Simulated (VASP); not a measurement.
A run of VASP 6.6.1 is set up as follows.

Contents of INCAR:

```
SYSTEM = PbS
PREC     = Accurate       ! precision mode
ENCUT    = 520            ! plane-wave cutoff, eV
EDIFF    = 1E-6           ! SCF threshold, eV
ISMEAR   = 0              ! smearing method
SIGMA    = 0.01           ! smearing width, eV
LREAL    = .FALSE.        ! projectors in reciprocal space
LASPH    = .TRUE.         ! aspherical terms in the spheres
NELM     = 100            ! most SCF steps
ALGO     = Normal         ! electronic algorithm
ISIF     = 2              ! what is computed and relaxed
LWAVE    = .FALSE.        ! write WAVECAR
LCHARG   = .FALSE.        ! write CHGCAR
GGA      = PS             ! functional
NBANDS   = 28             ! bands
```

The input KPOINTS:

```
regular mesh
0
G
  6 6 4
  0 0 0
```

Contents of POSCAR:

```
PbS
1.0
    2.0569418400     -3.5658292700      0.0000000000
    2.0569418400      3.5658292700      0.0000000000
    0.0000000000      0.0000000000      7.5599447400
Pb S
2 2
Direct
    0.0010316600      0.9989683400      0.4867318100
    0.9989683400      0.0010316600      0.9867318100
    0.6671454800      0.3328545200      0.6924681900
    0.3328545200      0.6671454800      0.1924681900
```

Potentials or basis: VASP PAW PBE potentials, release 64 (Pb_d, S).

The run is started by

```sh
$ cat potpaw_PBE.64/Pb_d/POTCAR potpaw_PBE.64/S/POTCAR > POTCAR
$ mpirun -np 1 vasp_std > vasp.out
```

(1) What does it give for the largest force?

(2) What does it give for the pressure?

(3) Estimate the band gap on the k mesh.

## Answers

(1) 0.006 eV/Å.

(2) -1.8 GPa.

(3) 0.40 eV (least direct gap 1.15 eV).

Caveat: the PAW data sets were made with another functional, which shifts forces and pressure a little; spin-orbit coupling is left out, which moves the levels of the heavy elements.
